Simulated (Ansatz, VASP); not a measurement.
Ti in VASP and in Ansatz

```
Ti
1.0
     2.95000    0.00000    0.00000
    -1.47500    2.55477    0.00000
     0.00000    0.00000    4.54542
Ti
2
Direct
  0.33333 0.66667 0.25000
  0.66667 0.33333 0.75000
```

Change from the starting cell: zz strain of -3 %.

Alike in both runs: task single point; functional PBE; k mesh 13 × 13 × 7; occupations fermi-dirac, width 0.08 eV; no spin polarisation.

|  | VASP | Ansatz |
| --- | --- | --- |
| version | VASP 6.6.1 | Ansatz 0.2.0 |
| potentials or method | VASP PAW PBE potentials, release 64 (Ti_sv), cutoff 520 eV | all-electron LAPW, scalar-relativistic |

|  | VASP | Ansatz | Ansatz less VASP |
| --- | --- | --- | --- |
| pressure (GPa) | 1.7 | 1.9 | +0.24 |
| traceless stress, the component that is largest in VASP (GPa) | 2.09 | 2.10 | +0.014 |

Ansatz ran all-electron here, and VASP with PAW potentials.
